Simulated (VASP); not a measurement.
# CsBr (Pm-3m) in VASP: a series of runs

The runs below take CsBr through single point, with PBEsol.

Everything below comes from runs of VASP 6.6.1. Logs are shortened: lines on timing, memory, paths and dates and some standing lists are left out, and cuts for length are marked.

## Step 1: The cell of the first run

It takes space group Pm-3m (No. 221, cubic). The conventional cell has a = 4.219 Å, b = 4.219 Å, c = 4.219 Å, α = 90.00°, β = 90.00°, γ = 90.00°. Within 4.8 Å of Cs (site symmetry m-3m) lie 8 Br at 3.65 Å and 6 Cs at 4.22 Å. Br (site symmetry m-3m) has 8 Cs at 3.65 Å and 6 Br at 4.22 Å within 4.8 Å.

## Step 2: Single point, PBEsol, non-collinear spin, zero start, spin-orbit coupling

INCAR reads:

```
SYSTEM = CsBr
PREC = Accurate
ENCUT = 500
EDIFF = 1E-6
ISMEAR = 0
SIGMA = 0.01
LREAL = .FALSE.
LASPH = .TRUE.
NELM = 200
ALGO = Normal
ISIF = 2
LWAVE = .FALSE.
LCHARG = .FALSE.
MAGMOM = 0 0 0 0 0 0
LORBIT = 11
LSORBIT = .TRUE.
GGA_COMPAT = .FALSE.
LORBMOM = .TRUE.
GGA = PS
NBANDS = 28
```

KPOINTS reads:

```
regular mesh
0
G
  6 6 6
  0 0 0
```

POSCAR reads:

```
CsBr
1.0
    4.2189712071      0.0000000000      0.0000000000
    0.0000000000      4.2189712071      0.0000000000
    0.0000000000      0.0000000000      4.2189712071
Cs Br
1 1
Direct
    0.0000000000      0.0000000000      0.0000000000
    0.5000000000      0.5000000000      0.5000000000
```

Potentials or basis: VASP PAW PBE potentials, release 64 (Cs_sv, Br).

Run with:

```console
> cat potpaw_PBE.64/Cs_sv/POTCAR potpaw_PBE.64/Br/POTCAR > POTCAR
> mpirun -np 1 vasp_ncl > vasp.out
```

OUTCAR:

```text
SYSTEM = CsBr
   PREC = Accurate
   ENCUT = 500
   EDIFF = 1E-6
   ISMEAR = 0
   LREAL = .FALSE.
   LASPH = .TRUE.
   NELM = 200
   ISIF = 2
   LORBIT = 11
   LSORBIT = .TRUE.
   GGA = PS

 ion  position               nearest neighbor table
   1  0.000  0.000  0.000-
   2  0.500  0.500  0.500-

  LATTYP: Found a simple cubic cell.
 ALAT       =     4.2189712071

  Lattice vectors:

 A1 = (   4.2189712071,   0.0000000000,   0.0000000000)
 A2 = (   0.0000000000,   4.2189712071,   0.0000000000)
 A3 = (   0.0000000000,   0.0000000000,   4.2189712071)

Analysis of symmetry for initial positions (statically):
=====================================================================
 Subroutine PRICEL returns:
 Original cell was already a primitive cell.

 Routine SETGRP: Setting up the symmetry group for a
 simple cubic supercell.

 Subroutine GETGRP returns: Found 48 space group operations
 (whereof 48 operations were pure point group operations)
 out of a pool of 48 trial point group operations.

The static configuration has the point symmetry O_h .

Analysis of symmetry for dynamics (positions and initial velocities):
=====================================================================
 Subroutine PRICEL returns:
 Original cell was already a primitive cell.

 Routine SETGRP: Setting up the symmetry group for a
 simple cubic supercell.

 Subroutine GETGRP returns: Found 48 space group operations
 (whereof 48 operations were pure point group operations)
 out of a pool of 48 trial point group operations.

The dynamic configuration has the point symmetry O_h .

Analysis of structural, dynamic, and magnetic symmetry:
=====================================================================
 Subroutine PRICEL returns:
 Original cell was already a primitive cell.

 Routine SETGRP: Setting up the symmetry group for a
 simple cubic supercell.

 Subroutine GETGRP returns: Found 48 space group operations
 (whereof 48 operations were pure point group operations)
 out of a pool of 48 trial point group operations.

The overall configuration has the point symmetry O_h .

 Subroutine INISYM returns: Found 48 space group operations
 (whereof 48 operations are pure point group operations),
 and found     1 'primitive' translations

----------------------------------------------------------------------------------------

                                     Primitive cell

  volume of cell :      75.0965

  direct lattice vectors                    reciprocal lattice vectors
     4.218971207  0.000000000  0.000000000     0.237024609  0.000000000  0.000000000
     0.000000000  4.218971207  0.000000000     0.000000000  0.237024609  0.000000000
     0.000000000  0.000000000  4.218971207     0.000000000  0.000000000  0.237024609

  length of vectors
     4.218971207  4.218971207  4.218971207     0.237024609  0.237024609  0.237024609

  position of ions in fractional coordinates (direct lattice)
     0.000000000  0.000000000  0.000000000
     0.500000000  0.500000000  0.500000000

  ion indices of the primitive-cell ions
   primitive index   ion index
                 1           1
                 2           2

----------------------------------------------------------------------------------------

 KPOINTS: regular mesh

Automatic generation of k-mesh.
 Grid dimensions read from file:
 generate k-points for:    6    6    6

 Generating k-lattice:

  Cartesian coordinates                     Fractional coordinates (reciprocal lattice)
     0.039504101  0.000000000  0.000000000     0.166666667  0.000000000  0.000000000
     0.000000000  0.039504101  0.000000000     0.000000000  0.166666667  0.000000000
     0.000000000  0.000000000  0.039504101     0.000000000  0.000000000  0.166666667

[... 88 lines left out ...]

 number of electron      15.9999996 magnetization       0.0000000      0.0000000      0.0000000

 number of electron      15.9999996 magnetization      -0.0000000      0.0000000     -0.0000000

 number of electron      15.9999996 magnetization       0.0000000     -0.0000000      0.0000000

 Free energy of the ion-electron system (eV)
  ---------------------------------------------------
  ext. energy  EPLUGINS =         0.00000000
  ---------------------------------------------------
  free energy    TOTEN  =        -6.53584143 eV

  energy without entropy =       -6.53584143  energy(sigma->0) =       -6.53584143

 E-fermi :   0.1041     XC(G=0):  -8.4974

 val. band max:        0.0314899113   @ k =   0.0000   0.0000   0.0000
 cond. band min:       4.3389504712   @ k =   0.0000   0.0000   0.0000
 fundamental gap:      4.3074605599
 Fermi energy:         0.1040750226

 k-point     1 :       0.0000    0.0000    0.0000
  band No.  band energies     occupation
      1     -19.8601      1.00000
      2     -19.8601      1.00000
      3     -12.6147      1.00000
      4     -12.6147      1.00000
      5      -7.4914      1.00000
      6      -7.4914      1.00000
[... 609 lines left out ...]
     27       9.3051      0.00000
     28       9.3051      0.00000

------------------------ aborting loop because EDIFF is reached ----------------------------------------

  FORCE on cell =-STRESS in cart. coord.  units (eV):
  Direction    XX          YY          ZZ          XY          YZ          ZX
  --------------------------------------------------------------------------------------
  -------------------------------------------------------------------------------------
  Total        0.1524447      0.1524447      0.1524447      0.0000000      0.0000000     -0.0000000
  in kB        3.2523943      3.2523943      3.2523943      0.0000000      0.0000000     -0.0000000
  external PRESSURE =       3.2523943 kB  Pullay stress =       0.0000000 kB

 VOLUME and BASIS-vectors are now :
 -----------------------------------------------------------------------------
  energy-cutoff  :      500.00
  volume of cell :       75.10
      direct lattice vectors                 reciprocal lattice vectors
     4.218971207  0.000000000  0.000000000     0.237024609  0.000000000  0.000000000
     0.000000000  4.218971207  0.000000000     0.000000000  0.237024609  0.000000000
     0.000000000  0.000000000  4.218971207     0.000000000  0.000000000  0.237024609

 POSITION                                       TOTAL-FORCE (eV/Angst)
 -----------------------------------------------------------------------------------
      0.00000      0.00000      0.00000         0.000000      0.000000      0.000000
      2.10949      2.10949      2.10949         0.000000      0.000000      0.000000
 -----------------------------------------------------------------------------------
    total drift:                                0.000000     -0.000000     -0.000000

  FREE ENERGIE OF THE ION-ELECTRON SYSTEM (eV)
  ---------------------------------------------------
  free  energy   TOTEN  =        -6.5358414342 eV

  energy  without entropy=       -6.5358414342  energy(sigma->0) =       -6.53584143

 orbital moment (x)

 # of ion     p       d       tot
 ----------------------------------------
  1         0.000   0.000   0.000
  2        -0.000  -0.000  -0.000
 ----------------------------------------
           -0.000   0.000  -0.000

 orbital moment (y)

 # of ion     p       d       tot
 ----------------------------------------
  1         0.000   0.000   0.000
  2        -0.000  -0.000  -0.000
 ----------------------------------------
           -0.000   0.000  -0.000

 orbital moment (z)

 # of ion     p       d       tot
 ----------------------------------------
  1         0.000   0.000   0.000
  2         0.000   0.000   0.000
 ----------------------------------------
            0.000   0.000   0.000

 Spin-Orbit-Coupling matrix elements

 Ion:    1  E_soc:     -0.3288324
 l=   1
     0.0000000    -0.0547529    -0.0547529
    -0.0547529     0.0000000    -0.0547529
    -0.0547529    -0.0547529     0.0000000
 l=   2
     0.0000000    -0.0000176     0.0000000    -0.0000176    -0.0000349
    -0.0000176     0.0000000    -0.0000262    -0.0000176    -0.0000087
     0.0000000    -0.0000262     0.0000000    -0.0000262     0.0000000
    -0.0000176    -0.0000176    -0.0000262     0.0000000    -0.0000087
    -0.0000349    -0.0000087     0.0000000    -0.0000087     0.0000000
 l=   3
     0.0000000     0.0000000     0.0000000     0.0000000     0.0000000     0.0000000     0.0000000
     0.0000000     0.0000000     0.0000000     0.0000000     0.0000000     0.0000000     0.0000000
     0.0000000     0.0000000     0.0000000     0.0000000     0.0000000     0.0000000     0.0000000
     0.0000000     0.0000000     0.0000000     0.0000000     0.0000000     0.0000000     0.0000000
     0.0000000     0.0000000     0.0000000     0.0000000     0.0000000     0.0000000     0.0000000
     0.0000000     0.0000000     0.0000000     0.0000000     0.0000000     0.0000000     0.0000000
     0.0000000     0.0000000     0.0000000     0.0000000     0.0000000     0.0000000     0.0000000

 Ion:    2  E_soc:     -0.0531602
 l=   1
     0.0000000    -0.0088589    -0.0088589
    -0.0088589     0.0000000    -0.0088589
    -0.0088589    -0.0088589     0.0000000
 l=   2
     0.0000000    -0.0000005     0.0000000    -0.0000005    -0.0000007
    -0.0000005     0.0000000    -0.0000006    -0.0000005    -0.0000002
     0.0000000    -0.0000006     0.0000000    -0.0000006     0.0000000
    -0.0000005    -0.0000005    -0.0000006     0.0000000    -0.0000002
    -0.0000007    -0.0000002     0.0000000    -0.0000002     0.0000000
 l=   3
     0.0000000     0.0000000     0.0000000     0.0000000     0.0000000     0.0000000     0.0000000
     0.0000000     0.0000000     0.0000000     0.0000000     0.0000000     0.0000000     0.0000000
     0.0000000     0.0000000     0.0000000     0.0000000     0.0000000     0.0000000     0.0000000
     0.0000000     0.0000000     0.0000000     0.0000000     0.0000000     0.0000000     0.0000000
     0.0000000     0.0000000     0.0000000     0.0000000     0.0000000     0.0000000     0.0000000
     0.0000000     0.0000000     0.0000000     0.0000000     0.0000000     0.0000000     0.0000000
     0.0000000     0.0000000     0.0000000     0.0000000     0.0000000     0.0000000     0.0000000

 total charge

# of ion       s       p       d       tot
------------------------------------------
    1        1.847   4.687   0.036   6.570
    2        1.595   3.266   0.003   4.864
--------------------------------------------------
tot          3.442   7.953   0.039  11.434

 magnetization (x)

# of ion       s       p       d       tot
------------------------------------------
    1        0.000   0.000  -0.000  -0.000
    2       -0.000   0.000   0.000   0.000
--------------------------------------------------
tot         -0.000   0.000  -0.000  -0.000

 magnetization (y)

# of ion       s       p       d       tot
------------------------------------------
    1        0.000   0.000  -0.000   0.000
    2        0.000   0.000   0.000   0.000
--------------------------------------------------
tot          0.000   0.000  -0.000   0.000

 magnetization (z)

# of ion       s       p       d       tot
------------------------------------------
    1        0.000   0.000  -0.000   0.000
    2       -0.000   0.000  -0.000  -0.000
--------------------------------------------------
tot          0.000   0.000  -0.000   0.000
```

Run time: 69 s. Hardware: 1 thread of Oxide Virtual Turin-like, shared host; peak memory 0.3 GiB.

Results:

* Free energy: -6.5358 eV
* Pressure: 0.3 GPa
* Net moment: 0.00 μB per cell
* Valence electrons inside the program's atomic spheres: Cs 6.57; Br 4.86

Moments on the atoms (μB; x, y, z):
```
Cs  0.00 0.00 0.00
Br  0.00 0.00 0.00
```

Caveat: the PAW data sets were made with another functional, which shifts forces and pressure a little.

## Step 3: Single point, PBEsol, non-collinear spin, zero start, spin-orbit coupling

This run uses another cell than the first one, of 38.12 Å³/atom.

INCAR reads:

```
PREC     = Accurate       # precision mode
ENCUT    = 500            # plane-wave cutoff, eV
EDIFF    = 1E-6           # SCF threshold, eV
ISMEAR   = 0              # smearing method
SIGMA    = 0.01           # smearing width, eV
LREAL    = F              # projectors in reciprocal space
LASPH    = T              # aspherical terms in the spheres
NELM     = 200            # most SCF steps
ALGO     = Normal         # electronic algorithm
ISIF     = 2              # what is computed and relaxed
LWAVE    = F              # write WAVECAR
LCHARG   = F              # write CHGCAR
MAGMOM   = 0 0 0 0 0 0    # initial moments
LORBIT   = 11             # projections on sites
LSORBIT  = T              # spin-orbit coupling
GGA_COMPAT= F            
LORBMOM  = T            
GGA      = PS             # functional
NBANDS   = 28             # bands
```

KPOINTS reads:

```
Automatic mesh
0
Gamma
  6 6 6
```

POSCAR reads:

```
CsBr
1.0
    4.2401720674      0.0000000000      0.0000000000
    0.0000000000      4.2401720674      0.0000000000
    0.0000000000      0.0000000000      4.2401720674
Cs Br
1 1
Direct
    0.0000000000      0.0000000000      0.0000000000
    0.5000000000      0.5000000000      0.5000000000
```

Potentials or basis: VASP PAW PBE potentials, release 64 (Cs_sv, Br).

Run with:

```console
> cat potpaw_PBE.64/Cs_sv/POTCAR potpaw_PBE.64/Br/POTCAR > POTCAR
> mpirun -np 1 vasp_ncl > vasp.out
```

It took 59 s on 1 thread of Oxide Virtual Turin-like, shared host; peak memory 0.3 GiB.

It converged, with:

```
Free energy                                           : -6.5374 eV
Pressure                                              : 0.1 GPa
Net moment                                            : 0.00 μB per cell
Valence electrons inside the program's atomic spheres : Cs 6.57; Br 4.86
```

Moments on the atoms (μB; x, y, z):
```
Cs  0.00 0.00 0.00
Br  0.00 0.00 0.00
```

Caveat: the PAW data sets were made with another functional, which shifts forces and pressure a little.

## Step 4: Single point, PBEsol, non-collinear spin, zero start, spin-orbit coupling

This run uses another cell than the first one, of 38.12 Å³/atom.

INCAR reads:

```
SYSTEM = CsBr
PREC = Accurate
ENCUT = 500
EDIFF = 1E-6
ISMEAR = 0
SIGMA = 0.01
LREAL = .FALSE.
LASPH = .TRUE.
NELM = 200
ALGO = Normal
ISIF = 2
LWAVE = .FALSE.
LCHARG = .TRUE.
LNONCOLLINEAR = .TRUE.
MAGMOM = 0 0 0 0 0 0
LORBIT = 11
LSORBIT = .TRUE.
GGA_COMPAT = .FALSE.
LORBMOM = .TRUE.
GGA = PS
LVHAR = .TRUE.
NBANDS = 28
```

KPOINTS reads:

```
Automatic mesh
0
G
  6 6 6
  0 0 0
```

POSCAR is that of step 3.

Run with:

```console
> cat potpaw_PBE.64/Cs_sv/POTCAR potpaw_PBE.64/Br/POTCAR > POTCAR
> mpirun -np 1 vasp_ncl > vasp.out
```

Run time: 59 s. Hardware: 1 thread of Oxide Virtual Turin-like, shared host; peak memory 0.3 GiB.

It converged, with:

| Item | Value |
| --- | --- |
| Free energy | -6.5374 eV |
| Pressure | 0.1 GPa |
| Net moment | 0.00 μB per cell |
| Valence electrons inside the program's atomic spheres | Cs 6.57; Br 4.86 |

Moments on the atoms (μB; x, y, z):
```
Cs  0.00 0.00 0.00
Br  0.00 0.00 0.00
```

Caveat: the PAW data sets were made with another functional, which shifts forces and pressure a little.
